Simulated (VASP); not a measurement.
Here is a VASP 6.6.1 calculation.

File INCAR:

```
PREC = Accurate ; ENCUT = 560
EDIFF = 1E-6 ; ISMEAR = 0
SIGMA = 0.15 ; LREAL = False
LASPH = True ; NELM = 120
ALGO = Normal ; ISIF = 2
LWAVE = False ; LCHARG = True
GGA = PS ; LELF = True
LVHAR = True ; NBANDS = 14
GGA_COMPAT = False
```

KPOINTS

```
regular mesh
0
Gamma
  22 22 22
```

The input POSCAR:

```
Ir
1.0
    0.0000000000      1.9197000000      1.8237150000
    1.9197000000      0.0000000000      1.8237150000
    1.9197000000      1.9197000000      0.0000000000
Ir
1
Direct
    0.0000000000      0.0000000000      0.0000000000
```

Potentials or basis: VASP PAW PBE potentials, release 64 (Ir_sv_GW).

Run with:

```bash
$ cat potpaw_PBE.64/Ir_sv_GW/POTCAR > POTCAR
$ mpirun -np 1 vasp_std > vasp.out
```

Question: What does it give for the band gap on the k mesh?

Answer: Zero (an odd number of electrons rules out a gap without spin polarisation).

Question: Estimate the pressure.

Answer: 17.8 GPa.

Stress tensor (GPa, compression positive):
```
10.73  0.00  0.00
 0.00 10.73  0.00
 0.00  0.00 32.08
```

Caveat: the cell differs from its parent crystal (strain -0.0500 x Voigt [0, 0, 1, 0, 0, 0]); the stress differs along the axes, from 11 to 32 GPa; the PAW data sets were made with another functional, which shifts forces and pressure a little; spin-orbit coupling is left out, which moves the levels of the heavy elements.
